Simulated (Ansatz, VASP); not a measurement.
One calculation of Sn, two programs

```
Sn
1.0
    -1.89465    1.89465    1.89465
     1.89465   -1.89465    1.89465
     1.89465    1.89465   -1.89465
Sn
1
Direct
  0.00000 0.00000 0.00000
```

Alike in both runs: task single point; functional PBEsol; k mesh 8 × 8 × 8; occupations fermi-dirac, width 0.1 eV; no spin polarisation.

|  | VASP | Ansatz |
| --- | --- | --- |
| version | VASP 6.6.1 | Ansatz 0.2.0 |
| potentials or method | VASP PAW PBE potentials, release 64 (Sn_d), cutoff 500 eV | plane waves, PAW |
| valence electrons in the cell | 14 | 14 |

VASP gave:

```
pressure (GPa) : -1.8
```

Q: What did Ansatz give for the same quantities?

A: Pressure (GPa): -1.7.

VASP's potentials were made for PBE, not for PBEsol.
